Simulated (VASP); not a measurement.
# MgZn2O3 (P-3m1) in VASP: further runs, part 2 of 2

VASP 6.6.1.

## 3. Single point, r2SCAN

File POSCAR:

```
MgZn2O3
1.0
    3.0057061992      0.0000000000      0.0000000000
   -1.5028530996      2.6030179248      0.0000000000
    0.0000000000      0.0000000000      7.3429055976
Mg Zn O
1 2 3
Direct
    0.0000000000      0.0000000000      0.0000000000
    0.3333333333      0.6666666667      0.6682898340
    0.6666666667      0.3333333333      0.3317101660
    0.3333333333      0.6666666667      0.1613721611
    0.6666666667      0.3333333333      0.8386278389
    0.0000000000      0.0000000000      0.5000000000
```

File INCAR.step1:

```
SYSTEM = MgZn2O3
PREC = Accurate
ENCUT = 520
ISMEAR = -1
SIGMA = 0.02
LREAL = .False.
LASPH = .True.
NELM = 80
NBANDS = 31
GGA = PE
ALGO = Normal
EDIFF = 1E-4
LWAVE = .True.
LCHARG = .False.
```

File INCAR.step2:

```
SYSTEM = MgZn2O3
PREC = Accurate
ENCUT = 520
EDIFF = 1E-6
ISMEAR = -1
SIGMA = 0.02
LREAL = .False.
LASPH = .True.
NELM = 80
ALGO = Normal
ISIF = 2
LWAVE = .False.
LCHARG = .True.
METAGGA = R2SCAN
LMIXTAU = .True.
LELF = .True.
LVHAR = .True.
NBANDS = 31
ISTART = 1
```

File KPOINTS:

```
Automatic mesh
0
Gamma
  12 12 4
  0 0 0
```

Potentials or basis: VASP PAW PBE potentials, release 64 (Mg, Zn, O).

Command:

```
$ cat potpaw_PBE.64/Mg/POTCAR potpaw_PBE.64/Zn/POTCAR potpaw_PBE.64/O/POTCAR > POTCAR
$ cp INCAR.step1 INCAR
$ mpirun -np 1 vasp_std > vasp.out
$ cp INCAR.step2 INCAR
$ mpirun -np 1 vasp_std > vasp.out
```

OUTCAR:

```text
SYSTEM = MgZn2O3
   PREC = Accurate
   ENCUT = 520
   EDIFF = 1E-6
   ISMEAR = -1
   LREAL = .False.
   LASPH = .True.
   NELM = 80
   ISIF = 2
   METAGGA = R2SCAN
   ISTART = 1

 ion  position               nearest neighbor table
   1  0.000  0.000  0.000-   4 2.10   5 2.10   4 2.10   5 2.10   5 2.10   4 2.10   2 2.99   3 2.99
                             2 2.99   3 2.99   2 2.99   3 2.99
   2  0.333  0.667  0.668-   6 2.13   6 2.13   6 2.13   5 2.14   5 2.14   5 2.14   1 2.99   1 2.99
                             1 2.99   3 3.02   3 3.02   3 3.02
   3  0.667  0.333  0.332-   6 2.13   6 2.13   6 2.13   4 2.14   4 2.14   4 2.14   1 2.99   1 2.99
                             1 2.99   2 3.02   2 3.02   2 3.02
   4  0.333  0.667  0.161-   1 2.10   1 2.10   1 2.10   3 2.14   3 2.14   3 2.14
   5  0.667  0.333  0.839-   1 2.10   1 2.10   1 2.10   2 2.14   2 2.14   2 2.14
   6  0.000  0.000  0.500-   2 2.13   3 2.13   2 2.13   3 2.13   3 2.13   2 2.13

  LATTYP: Found a hexagonal cell.
 ALAT       =     3.0057061992
 C/A-ratio  =     2.4429884729

  Lattice vectors:

 A1 = (   3.0057061992,   0.0000000000,   0.0000000000)
 A2 = (  -1.5028530996,   2.6030179248,   0.0000000000)
 A3 = (   0.0000000000,   0.0000000000,   7.3429055976)

Analysis of symmetry for initial positions (statically):
[... 182 lines left out ...]

 val. band max:        2.6590254528   @ k =   0.0000   0.0000   0.0000
 cond. band min:       5.2591987950   @ k =   0.0000   0.0000   0.0000
 fundamental gap:      2.6001733422
 Fermi energy:         3.1201688139

 k-point     1 :       0.0000    0.0000    0.0000
  band No.  band energies     occupation
      1     -16.5970      2.00000
      2     -15.7063      2.00000
      3     -15.5734      2.00000
      4      -3.7094      2.00000
      5      -2.8635      2.00000
      6      -2.7800      2.00000
[... 805 lines left out ...]
     30      17.3690      0.00000
     31      17.9380      0.00000

 [... further k-points ...]
[... 5 lines left out ...]
  --------------------------------------------------------------------------------------
  -------------------------------------------------------------------------------------
  Total        0.2241075      0.2241075      0.1535765     -0.0000000      0.0000000      0.0000000
  in kB        6.2499327      6.2499327      4.2829576     -0.0000000      0.0000000      0.0000000
  external PRESSURE =       5.5942743 kB  Pullay stress =       0.0000000 kB

 VOLUME and BASIS-vectors are now :
 -----------------------------------------------------------------------------
  energy-cutoff  :      520.00
  volume of cell :       57.45
      direct lattice vectors                 reciprocal lattice vectors
     3.005706199  0.000000000  0.000000000     0.332700515  0.192084732  0.000000000
    -1.502853100  2.603017925  0.000000000     0.000000000  0.384169464  0.000000000
     0.000000000  0.000000000  7.342905598     0.000000000  0.000000000  0.136185872

 POSITION                                       TOTAL-FORCE (eV/Angst)
 -----------------------------------------------------------------------------------
      0.00000      0.00000      0.00000         0.000000      0.000000      0.000000
     -0.00000      1.73535      4.90719        -0.000000      0.000000      0.015747
      1.50285      0.86767      2.43572        -0.000000     -0.000000     -0.015747
     -0.00000      1.73535      1.18494         0.000000      0.000000     -0.105174
      1.50285      0.86767      6.15797         0.000000     -0.000000      0.105174
      0.00000      0.00000      3.67145         0.000000      0.000000      0.000000
 -----------------------------------------------------------------------------------
    total drift:                               -0.000000      0.000000      0.000000

  FREE ENERGIE OF THE ION-ELECTRON SYSTEM (eV)
  ---------------------------------------------------
  free  energy   TOTEN  =       -52.0657743902 eV

  energy  without entropy=      -52.0657743902  energy(sigma->0) =      -52.06577439
```

OUTCAR.step1:

```text
SYSTEM = MgZn2O3
   PREC = Accurate
   ENCUT = 520
   ISMEAR = -1
   LREAL = .False.
   LASPH = .True.
[... 1056 lines left out ...]
     -0.00000      1.73535      1.18494        -0.000000     -0.000000     -0.199801
      1.50285      0.86767      6.15797         0.000000     -0.000000      0.199801
      0.00000      0.00000      3.67145        -0.000000     -0.000000      0.000000
 -----------------------------------------------------------------------------------
    total drift:                               -0.000000      0.000000      0.000000

  FREE ENERGIE OF THE ION-ELECTRON SYSTEM (eV)
  ---------------------------------------------------
  free  energy   TOTEN  =       -29.1262220662 eV

  energy  without entropy=      -29.1262220662  energy(sigma->0) =      -29.12622207
```

OSZICAR.step1:

```text
N       E                     dE             d eps       ncg     rms          rms(c)
DAV:   1     0.387734398589E+03    0.38773E+03   -0.22019E+04  4502   0.195E+03
DAV:   2     0.125423144152E+02   -0.37519E+03   -0.35034E+03  4440   0.437E+02
DAV:   3    -0.328784361844E+02   -0.45421E+02   -0.44794E+02  5039   0.149E+02
DAV:   4    -0.339624811997E+02   -0.10840E+01   -0.10823E+01  4686   0.238E+01
DAV:   5    -0.339699767216E+02   -0.74955E-02   -0.74951E-02  5065   0.211E+00    0.152E+01
DAV:   6    -0.289776599020E+02    0.49923E+01   -0.11676E+01  7066   0.696E+01    0.937E+00
DAV:   7    -0.291856305127E+02   -0.20797E+00   -0.35326E+00  4586   0.161E+01    0.568E+00
DAV:   8    -0.291685520834E+02    0.17078E-01   -0.53491E-01  5351   0.584E+00    0.159E+00
DAV:   9    -0.291247337243E+02    0.43818E-01   -0.94955E-02  6533   0.573E+00    0.271E-01
DAV:  10    -0.291263703492E+02   -0.16366E-02   -0.35000E-02  4614   0.126E+00    0.142E-01
DAV:  11    -0.291262231826E+02    0.14717E-03   -0.92459E-04  5073   0.250E-01    0.586E-02
DAV:  12    -0.291262220662E+02    0.11165E-05   -0.67978E-05  2807   0.138E-01
   1 F= -.29126222E+02 E0= -.29126222E+02  d E =-.766942E-12
```

Wall time 5.5 min (1 thread of AMD EPYC 9R45 (Zen 5), shared host); peak memory 0.23 GiB.

Results:

- Free energy: -52.0658 eV
- Pressure: 0.6 GPa
- Largest force: 0.105 eV/Å
- Band gap on the k mesh: 2.60 eV

Forces on the atoms (eV/Å):
```
Mg   0.000  0.000  0.000
Zn   0.000  0.000  0.016
Zn   0.000  0.000 -0.016
O    0.000  0.000 -0.105
O    0.000  0.000  0.105
O    0.000  0.000  0.000
```

Caveat: the PAW data sets were made with another functional, which shifts forces and pressure a little.

## 4. Relaxation of cell and atoms, PBEsol

This run uses another cell than the first one, of 9.97 Å³/atom.

File INCAR:

```
SYSTEM = MgZn2O3
  ALGO = Normal
  EDIFF = 1E-6
  EDIFFG = -0.005
  ENCUT = 600
  GGA = PS
  IBRION = 2
  ISIF = 3
  ISMEAR = -1
  LASPH = .TRUE.
  LCHARG = .FALSE.
  LREAL = .FALSE.
  LWAVE = .FALSE.
  NELM = 100
  NSW = 80
  PREC = Accurate
  SIGMA = 0.02
```

File KPOINTS:

```
k-points
0
G
  12 12 4
  0 0 0
```

File POSCAR:

```
MgZn2O3
1.0
    3.0479093965      0.0000000000      0.0000000000
   -1.5239546982      2.6395669658      0.0000000000
    0.0000000000      0.0000000000      7.4380249378
Mg Zn O
1 2 3
Direct
    0.0000000000      0.0000000000      0.0000000000
    0.3333333333      0.6666666667      0.6686375893
    0.6666666667      0.3333333333      0.3313624107
    0.3333333333      0.6666666667      0.1605454555
    0.6666666667      0.3333333333      0.8394545445
    0.0000000000      0.0000000000      0.5000000000
```

Command:

```
$ cat potpaw_PBE.64/Mg/POTCAR potpaw_PBE.64/Zn/POTCAR potpaw_PBE.64/O/POTCAR > POTCAR
$ mpirun -np 1 vasp_std > vasp.out
```

It took 5.7 min on 1 thread of AMD EPYC 9R45 (Zen 5), shared host; peak memory 0.25 GiB.

It converged, with:

```
Free energy                           : -31.5132 eV
Relaxed volume                        : 9.60 Å³/atom
Relaxed cell                          : a = 3.010 Å, b = 3.010 Å, c = 7.340 Å, α = 90.00°, β = 90.00°, γ = 120.00°
Space group after relaxing (to 0.1 Å) : P-3m1 (No. 164)
Energy gained by relaxing             : 7.6 meV/atom
Ionic steps                           : 10
Pressure after relaxing               : 0.1 GPa
Band gap on the k mesh                : 1.84 eV
```

The path:
```
step  energy change (eV)  largest force (eV/Å)  pressure (GPa)  volume (Å³)
   1              0.0000                0.0809           -6.24        59.84
   2             -0.0338                0.0344            3.60        56.54
   3             -0.0453                0.0066            0.04        57.61
   4             -0.0453                0.0089           -0.08        57.65
   5             -0.0453                0.0039           -0.12        57.65
   6             -0.0453                0.0038           -0.11        57.65
   7             -0.0453                0.0024           -0.11        57.63
   8             -0.0453                0.0025            0.09        57.56
   9             -0.0453                0.0012            0.11        57.59
  10             -0.0453                0.0014            0.06        57.61
```

Final structure:
```
Mg Zn O
1.0
     3.01047    0.00000    0.00000
    -1.50523    2.60714    0.00000
     0.00000    0.00000    7.33987
Mg Zn O
1 2 3
Direct
  0.00000 0.00000 0.00000
  0.33333 0.66667 0.66856
  0.66667 0.33333 0.33144
  0.33333 0.66667 0.16099
  0.66667 0.33333 0.83901
  0.00000 0.00000 0.50000
```

Levels at points of the mesh, in eV from the valence-band top:
| k point | band 19 | band 20 | band 21 | band 22 | band 23 | band 24 | band 25 | band 26 |
| --- | --- | --- | --- | --- | --- | --- | --- | --- |
| (0.00, 0.00, 0.00) | -0.94 | -0.94 | 0.00 | 0.00 | 1.84 | 5.52 | 5.62 | 10.46 |
| (0.50, 0.00, 0.00) | -1.65 | -1.19 | -0.73 | -0.33 | 5.24 | 6.91 | 7.35 | 9.03 |
| (0.00, 0.00, 0.50) | -0.58 | -0.58 | -0.10 | -0.10 | 3.21 | 4.12 | 5.98 | 10.45 |
| (0.50, 0.00, 0.50) | -2.13 | -1.55 | -0.15 | -0.11 | 5.67 | 5.98 | 7.30 | 9.47 |

Caveat: the PAW data sets were made with another functional, which shifts forces and pressure a little.

## 5. Relaxation of cell and atoms, LDA

This run uses another cell than the first one, of 9.97 Å³/atom.

File INCAR:

```
PREC = Accurate ; ENCUT = 600
EDIFF = 1E-6 ; ISMEAR = -1
SIGMA = 0.02 ; LREAL = False
LASPH = True ; NELM = 60
ALGO = Normal ; ISIF = 3
LWAVE = False ; LCHARG = False
GGA = CA ; IBRION = 2
NSW = 80 ; EDIFFG = -0.005
```

File KPOINTS:

```
regular mesh
0
Gamma
  12 12 4
```

POSCAR is that of step 4.

Potentials or basis: VASP PAW LDA potentials, release 64 (Mg, Zn, O).

Command:

```
$ cat potpaw_LDA.64/Mg/POTCAR potpaw_LDA.64/Zn/POTCAR potpaw_LDA.64/O/POTCAR > POTCAR
$ mpirun -np 1 vasp_std > vasp.out
```

Run time: 3.1 min. Hardware: 1 thread of Intel Xeon 6975P-C (Granite Rapids), shared host; peak memory 0.25 GiB.

The run converged. Its results:

* Free energy: -34.2942 eV
* Relaxed volume: 9.22 Å³/atom
* Relaxed cell: a = 2.970 Å, b = 2.970 Å, c = 7.238 Å, α = 90.00°, β = 90.00°, γ = 120.00°
* Space group after relaxing (to 0.1 Å): P-3m1 (No. 164)
* Energy gained by relaxing: 33.2 meV/atom
* Ionic steps: 8
* Pressure after relaxing: 0.0 GPa
* Band gap on the k mesh: 2.15 eV

Forces in eV/Å, atoms in the order of the input:
```
Mg   0.000  0.000  0.000
Zn   0.000  0.000 -0.003
Zn   0.000  0.000  0.003
O    0.000  0.000 -0.002
O    0.000  0.000  0.002
O    0.000  0.000  0.000
```

The path:
| step | energy change (eV) | largest force (eV/Å) | pressure (GPa) | volume (Å³) |
| --- | --- | --- | --- | --- |
| 1 | 0.0000 | 0.1193 | -13.15 | 59.84 |
| 2 | -0.1354 | 0.1310 | 9.14 | 53.03 |
| 3 | -0.1993 | 0.0311 | -0.06 | 55.33 |
| 4 | -0.1993 | 0.0310 | 0.26 | 55.24 |
| 5 | -0.1994 | 0.0110 | -0.16 | 55.36 |
| 6 | -0.1994 | 0.0131 | -0.11 | 55.34 |
| 7 | -0.1995 | 0.0057 | -0.05 | 55.32 |
| 8 | -0.1995 | 0.0028 | -0.02 | 55.30 |

Final structure:
```xyz
6
Lattice="2.9702 0.0000 0.0000 -1.4851 2.5723 0.0000 0.0000 0.0000 7.2382" Properties=species:S:1:pos:R:3 pbc="T T T"
Mg    0.0000    0.0000    0.0000
Zn    0.0000    1.7149    4.8428
Zn    1.4851    0.8574    2.3953
O     0.0000    1.7149    1.1634
O     1.4851    0.8574    6.0748
O     0.0000    0.0000    3.6191
```

Levels at points of the mesh, in eV from the valence-band top:
```
           k point  band 19  band 20  band 21  band 22  band 23  band 24  band 25  band 26
(0.00, 0.00, 0.00)    -1.03    -1.03     0.00     0.00     2.15     5.74     5.83    10.66
(0.50, 0.00, 0.00)    -1.74    -1.29    -0.74    -0.34     5.38     7.06     7.56     9.25
(0.00, 0.00, 0.50)    -0.65    -0.65    -0.11    -0.11     3.46     4.41     6.12    10.76
(0.50, 0.00, 0.50)    -2.22    -1.66    -0.16    -0.11     5.83     6.11     7.50     9.57
```

## 6. Summary

```tsv
task	level	potentials or basis	cell	cutoff (eV)	gap on the mesh (eV)	pressure (GPa)	relaxed volume (Å³/atom)	largest force (eV/Å)
single point	PBEsol	VASP PAW PBE potentials, release 64 (Mg, Zn, O)	a = 3.009, b = 3.009, c = 7.334 Å, angles 90.0, 90.0, 120.0°, 6 atoms	520	1.85	0.6	-	0.07
single point	r2SCAN	VASP PAW PBE potentials, release 64 (Mg, Zn, O)	a = 3.006, b = 3.006, c = 7.343 Å, angles 90.0, 90.0, 120.0°, 6 atoms	520	2.60	0.6	-	0.11
relaxation of cell and atoms	PBEsol	VASP PAW PBE potentials, release 64 (Mg, Zn, O)	relaxed from a = 3.048, b = 3.048, c = 7.438 Å, angles 90.0, 90.0, 120.0°, 6 atoms	600	1.84	0.1	9.60	-
relaxation of cell and atoms	LDA	VASP PAW LDA potentials, release 64 (Mg, Zn, O)	relaxed from a = 3.048, b = 3.048, c = 7.438 Å, angles 90.0, 90.0, 120.0°, 6 atoms	600	2.15	0.0	9.22	-
```

Alike in all rows: no spin polarisation; k mesh 12 × 12 × 4; smearing fermi-dirac 0.02 eV.

Caveats: the PAW data sets were made with another functional, which shifts forces and pressure a little (at least some runs).

Absolute energies hang on the potentials; compare differences alone.
